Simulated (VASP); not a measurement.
# Be (I4_1/amd) in VASP: a series of runs, part 2 of 2

VASP 6.6.1.

### 4 Relaxation of cell and atoms, PBE

This run uses another cell than the first one, of 8.15 Å³/atom, 0.874 times its volume.

Contents of INCAR:

```
SYSTEM = Be
PREC = Accurate
ENCUT = 600
EDIFF = 1E-7
ISMEAR = 0
SIGMA = 0.1
LREAL = .FALSE.
LASPH = .TRUE.
NELM = 100
ALGO = Normal
ISIF = 3
LWAVE = .FALSE.
LCHARG = .FALSE.
GGA = PE
IBRION = 2
NSW = 90
EDIFFG = -0.04
```

Contents of KPOINTS:

```
Automatic mesh
0
G
  8 8 8
  0 0 0
```

Contents of POSCAR:

```
Be
1.0
   -1.9547199018      1.9547199018      1.0663357895
    1.9547199018     -1.9547199018      1.0663357895
    1.9547199018      1.9547199018     -1.0663357895
Be
2
Direct
    0.0000000000      0.0000000000      0.0000000000
    0.7500000000      0.2500000000      0.5000000000
```

Potentials or basis: VASP PAW PBE potentials, release 64 (Be).

Launch:

```sh
> cat potpaw_PBE.64/Be/POTCAR > POTCAR
> mpirun -np 1 vasp_std > vasp.out
```

OUTCAR:

```text
SYSTEM = Be
   PREC = Accurate
   ENCUT = 600
   EDIFF = 1E-7
   ISMEAR = 0
   LREAL = .FALSE.
   LASPH = .TRUE.
   NELM = 100
   ISIF = 3
   GGA = PE
   IBRION = 2
   NSW = 90
   EDIFFG = -0.04

 ion  position               nearest neighbor table
   1  0.000  0.000  0.000-   2 2.03   2 2.03   2 2.03   2 2.03
   2  0.750  0.250  0.500-   1 2.03   1 2.03   1 2.03   1 2.03

  LATTYP: Found a body centered tetragonal cell.
 ALAT       =     3.9094398036
 C/A-ratio  =     0.5455184595

  Lattice vectors:

 A1 = (  -1.9547199018,   1.9547199018,   1.0663357895)
 A2 = (   1.9547199018,  -1.9547199018,   1.0663357895)
 A3 = (   1.9547199018,   1.9547199018,  -1.0663357895)

Analysis of symmetry for initial positions (statically):
=====================================================================
 Subroutine PRICEL returns:
 Original cell was already a primitive cell.

 Routine SETGRP: Setting up the symmetry group for a
 body centered tetragonal supercell.

 Subroutine GETGRP returns: Found 16 space group operations
 (whereof  8 operations were pure point group operations)
 out of a pool of 16 trial point group operations.

The static configuration has the point symmetry D_2d.
 The point group associated with its full space group is D_4h.

Analysis of symmetry for dynamics (positions and initial velocities):
=====================================================================
 Subroutine PRICEL returns:
 Original cell was already a primitive cell.

 Routine SETGRP: Setting up the symmetry group for a
 body centered tetragonal supercell.

 Subroutine GETGRP returns: Found 16 space group operations
 (whereof  8 operations were pure point group operations)
 out of a pool of 16 trial point group operations.

The dynamic configuration has the point symmetry D_2d.
 The point group associated with its full space group is D_4h.

 Subroutine INISYM returns: Found 16 space group operations
 (whereof  8 operations are pure point group operations),
 and found     1 'primitive' translations

----------------------------------------------------------------------------------------

                                     Primitive cell

  volume of cell :      16.2976

  direct lattice vectors                    reciprocal lattice vectors
    -1.954719902  1.954719902  1.066335790     0.000000000  0.255791124  0.468895450
     1.954719902 -1.954719902  1.066335790     0.255791124  0.000000000  0.468895450
     1.954719902  1.954719902 -1.066335790     0.255791124  0.255791124  0.000000000

  length of vectors
     2.962926223  2.962926223  2.962926223     0.534127365  0.534127365  0.361743276

  position of ions in fractional coordinates (direct lattice)
     0.000000000  0.000000000  0.000000000
     0.750000000  0.250000000  0.500000000

  ion indices of the primitive-cell ions
   primitive index   ion index
                 1           1
                 2           2

----------------------------------------------------------------------------------------

 KPOINTS: Automatic mesh

Automatic generation of k-mesh.
 Grid dimensions read from file:
 generate k-points for:    8    8    8

 Generating k-lattice:

  Cartesian coordinates                     Fractional coordinates (reciprocal lattice)
     0.000000000  0.031973890  0.058611931     0.125000000 -0.000000000  0.000000000
     0.031973890  0.000000000  0.058611931    -0.000000000  0.125000000  0.000000000
     0.031973890  0.031973890  0.000000000     0.000000000  0.000000000  0.125000000

  Length of vectors
     0.066765921  0.066765921  0.045217910

  Shift w.r.t. Gamma in fractional coordinates (k-lattice)
     0.000000000  0.000000000  0.000000000

 Subroutine IBZKPT returns following result:
 ===========================================

 Found     59 irreducible k-points:

 Following reciprocal coordinates:
            Coordinates               Weight
  0.000000  0.000000  0.000000      1.000000
  0.125000  0.000000  0.000000      8.000000
  0.250000  0.000000  0.000000      8.000000
  0.375000  0.000000  0.000000      8.000000
  0.500000  0.000000  0.000000      4.000000
  0.125000  0.125000  0.000000      8.000000
[... 16 lines left out ...]
  0.250000  0.125000  0.125000     16.000000
  0.375000  0.125000  0.125000      8.000000
 [... further k-points ...]
   k-points           NKPTS =     59   k-points in BZ     NKDIM =     59   number of bands    NBANDS=      6
   number of dos      NEDOS =    301   number of ions     NIONS =      2
   total plane-waves  NPLWV =  13824
   dimension x,y,z NGX =    24 NGY =   24 NGZ =   24
   dimension x,y,z NGXF=    48 NGYF=   48 NGZF=   48
   ions per type =               2
   NGX,Y,Z   is equivalent  to a cutoff of  13.47, 13.47, 13.47 a.u.
   NGXF,Y,Z  is equivalent  to a cutoff of  26.93, 26.93, 26.93 a.u.
 SYSTEM =  Be
   PREC   = accura    normal or accurate (medium, high low for compatibility)
   ISTART =      0    job   : 0-new  1-cont  2-samecut
   ICHARG =      2    charge: 1-file 2-atom 10-const
   ISPIN  =      1    spin polarized calculation?
   LNONCOLLINEAR =      F non collinear calculations
   LSORBIT =      F    spin-orbit coupling
   LASPH  =      T    aspherical Exc in radial PAW
   ENCUT  =  600.0 eV  44.10 Ry    6.64 a.u.   5.92  5.92  5.92*2*pi/ulx,y,z
   NELM   =    100;   NELMIN=  2; NELMDL= -5     # of ELM steps
   EDIFF  = 0.1E-06   stopping-criterion for ELM
   LREAL  =      F    real-space projection
   EDIFFG = -.4E-01   stopping-criterion for IOM
   NSW    =     90    number of steps for IOM
   IBRION =      2    ionic relax: 0-MD 1-quasi-New 2-CG
   NFREE  =      1    steps in history (QN), initial steepest desc. (CG)
   ISIF   =      3    stress and relaxation
   ISYM   =      2    0-nonsym 1-usesym 2-fastsym
   POTIM  = 0.5000    time-step for ionic-motion
   TEBEG  =    0.0;   TEEND  =   0.0 temperature during run
   PSTRESS=    0.0 pullay stress
   NELECT =       4.0000    total number of electrons
   NUPDOWN=      -1.0000    fix difference up-down
   EMIN   =  10.00;   EMAX   =-10.00  energy-range for DOS
   EFERMI =   0.00;   METHOD = LEGACY
   ISMEAR =     0;   SIGMA  =   0.10  broadening in eV -4-tet -1-fermi 0-gaus
   EFERMI_NEDOS =   21; number of points for ismear=-14 and -15
   IALGO  =     38    algorithm
   IMIX   =      4    mixing-type and parameters
     AMIX     =   0.40;   BMIX     =  1.00
     AMIX_MAG =   1.60;   BMIX_MAG =  1.00
  volume/ion in A,a.u.               =       8.15        54.99
  Fermi-wavevector in a.u.,A,eV,Ry     =   1.024992  1.936954 14.294398  1.050609
  Thomas-Fermi vector in A             =   2.158809
   LORBIT       =      0    0 simple, 1 ext, 2 COOP (PROOUT), +10 PAW based schemes
   GGA     = PE    functional components
   LHFCALC =     F    Hartree Fock is set to
   AEXX    =    0.0000 exact exchange contribution
   IVDW    =     0    specifies the selected vdW correction
   LEPSILON=     F    determine dielectric tensor
   LRPA    =     F    only Hartree local field effects (RPA)
 conjugate gradient relaxation of ions
 non-spin polarized calculation
 Gauss-broadening in eV      SIGMA  =   0.10
  energy-cutoff  :      600.00
  volume of cell :       16.30
 maximum number of plane-waves:       555
   NGX = 11   NGY = 11   NGZ = 11

--------------------------------------- Ionic step        1  -------------------------------------------

 number of electron       4.0000000 magnetization

 Free energy of the ion-electron system (eV)
  ---------------------------------------------------
  ext. energy  EPLUGINS =         0.00000000
  ---------------------------------------------------
  free energy    TOTEN  =        -5.95208049 eV

  energy without entropy =       -5.94880836  energy(sigma->0) =       -5.95044442

------------------------ aborting loop because EDIFF is reached ----------------------------------------

  FORCE on cell =-STRESS in cart. coord.  units (eV):
  Direction    XX          YY          ZZ          XY          YZ          ZX
  --------------------------------------------------------------------------------------
  -------------------------------------------------------------------------------------
  Total        1.9395638      1.9395638      0.1071214      0.0000000      0.0000000      0.0000000
  in kB      190.6740596    190.6740596     10.5308552      0.0000000      0.0000000      0.0000000
  external PRESSURE =     130.6263248 kB  Pullay stress =       0.0000000 kB
[... 59 lines left out ...]
--------------------------------------- Ionic step        3  -------------------------------------------

 number of electron       4.0000000 magnetization

 E-fermi :   5.1779     XC(G=0):  -9.9167

 val. band max:        4.9243761226   @ k =   0.5000   0.1250   0.0000
 cond. band min:       5.1779909846   @ k =   0.2500   0.2500   0.0000
 fundamental gap:      0.2536148620
 Fermi energy:         5.1778927461

 k-point     1 :       0.0000    0.0000    0.0000
  band No.  band energies     occupation
      1      -4.7984      2.00000
      2       6.0039      0.00000
      3       6.0039      0.00000
      4      11.9559      0.00000
      5      12.7591      0.00000
      6      19.0418      0.00000
[... 386 lines left out ...]
--------------------------------------- Ionic step        8  -------------------------------------------

 number of electron       4.0000000 magnetization

 Free energy of the ion-electron system (eV)
  ---------------------------------------------------
  ext. energy  EPLUGINS =         0.00000000
  ---------------------------------------------------
  free energy    TOTEN  =        -6.10027638 eV

  energy without entropy =       -6.09853716  energy(sigma->0) =       -6.09940677

 E-fermi :   5.4861     XC(G=0): -10.0451

 val. band max:        5.4671190218   @ k =   0.2500   0.2500   0.0000
 cond. band min:       5.5381499605   @ k =  -0.1250   0.5000   0.1250
 fundamental gap:      0.0710309387
 Fermi energy:         5.4861270733

 k-point     1 :       0.0000    0.0000    0.0000
  band No.  band energies     occupation
      1      -4.7163      2.00000
      2       6.3309      0.00000
      3       6.3309      0.00000
      4      12.3582      0.00000
      5      13.4934      0.00000
      6      19.8079      0.00000
[... 236 lines left out ...]
  FREE ENERGIE OF THE ION-ELECTRON SYSTEM (eV)
  ---------------------------------------------------
  free  energy   TOTEN  =        -6.1002763841 eV

  energy  without entropy=       -6.0985371610  energy(sigma->0) =       -6.09940677

 reached required accuracy - stopping structural energy minimisation
```

It took 31 s on 1 thread of Intel Xeon Platinum 8259CL at 2.50GHz (Skylake/Cascade Lake), shared host; peak memory 0.13 GiB.

What came out:

- Free energy: -6.1003 eV
- Relaxed volume: 9.38 Å³/atom
- Relaxed cell: a = 3.159 Å, b = 3.159 Å, c = 3.159 Å, α = 96.45°, β = 96.45°, γ = 140.84°
- Space group after relaxing (to 0.05 Å): I4_1/amd (No. 141)
- Energy gained by relaxing: 74.1 meV/atom
- Ionic steps: 8
- Pressure after relaxing: -0.1 GPa
- Band gap on the k mesh: zero (band 2 reaches 8.80 eV, above the bottom of band 3 at 3.85 eV)

Step by step:
| step | energy change (eV) | largest force (eV/Å) | pressure (GPa) | volume (Å³) |
| --- | --- | --- | --- | --- |
| 1 | 0.0000 | 0.0000 | 13.06 | 16.30 |
| 2 | -0.1237 | 0.0000 | 3.35 | 17.90 |
| 3 | -0.1389 | 0.0000 | -3.53 | 19.54 |
| 4 | -0.1452 | 0.0000 | -1.29 | 18.95 |
| 5 | -0.1451 | 0.0000 | -1.51 | 19.01 |
| 6 | -0.1476 | 0.0000 | -0.33 | 18.83 |
| 7 | -0.1479 | 0.0000 | -0.64 | 18.87 |
| 8 | -0.1482 | 0.0000 | -0.14 | 18.76 |

Final structure:
```yaml
crystal:
  lattice:
    - [-2.10473, 2.10473, 1.05865]
    - [2.10473, -2.10473, 1.05865]
    - [2.10473, 2.10473, -1.05865]
  atoms:
    - { symbol: Be, position: [0.00000, 0.00000, 0.00000] }
    - { symbol: Be, position: [0.75000, 0.25000, 0.50000] }
```

Caveat: the k points lie up to 0.42 Å⁻¹ apart in the final cell; the volume moved by over 15 % at a fixed basis, so the end points are rough.

### 5 Overview

| task | cell | k mesh | cutoff (eV) | gap on the mesh (eV) | pressure (GPa) |
| --- | --- | --- | --- | --- | --- |
| single point | a = 3.152 Å, angles 96.5, 96.5, 140.8°, 2 atoms | 8 × 8 × 8 | 520 | none | 0.4 |
| single point | a = 2.963 Å, angles 97.4, 97.4, 137.8°, 2 atoms | 10 × 10 × 10 | 520 | none | 13.3 |
| relaxation of cell and atoms | relaxed from a = 2.963 Å, angles 97.4, 97.4, 137.8°, 2 atoms | 8 × 8 × 8 | 600 | none | -0.1 |

Alike in all rows: level PBE; potentials or basis VASP PAW PBE potentials, release 64 (Be); no spin polarisation; smearing gaussian 0.1 eV.

Caveats: some runs use coarse meshes; the volume moved by over 15 % at a fixed basis, so the end points are rough (some runs).

Absolute energies hang on the potentials; compare differences alone.
